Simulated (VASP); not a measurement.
A run of VASP 6.6.1 is set up as follows.

INCAR

```
SYSTEM = SiC
  ALGO = Normal
  EDIFF = 1E-7
  ENCUT = 520
  GGA = PS
  ISIF = 2
  ISMEAR = 0
  LASPH = .True.
  LCHARG = .False.
  LREAL = .False.
  LWAVE = .False.
  NBANDS = 11
  NELM = 60
  PREC = Accurate
  SIGMA = 0.05
```

KPOINTS

```
k-points
0
Gamma
  18 18 18
  0 0 0
```

File POSCAR:

```
SiC
1.0
    0.0000000000      2.1489640116      2.1489640116
    2.1489640116      0.0000000000      2.1489640116
    2.1489640116      2.1489640116      0.0000000000
Si C
1 1
Direct
    0.0000000000      0.0000000000      0.0000000000
    0.2500000000      0.2500000000      0.2500000000
```

Potentials or basis: VASP PAW PBE potentials, release 64 (Si, C).

Run with:

```console
$ cat potpaw_PBE.64/Si/POTCAR potpaw_PBE.64/C/POTCAR > POTCAR
$ mpirun -np 1 vasp_std > vasp.out
```

**Question.** What does it give for the band gap on the k mesh?

**Answer.** 1.20 eV, indirect (least direct gap 4.49 eV).

**Question.** What does it give for the pressure?

**Answer.** 10.2 GPa.

Caveat: the PAW data sets were made with another functional, which shifts forces and pressure a little. A k mesh can miss the band edges.
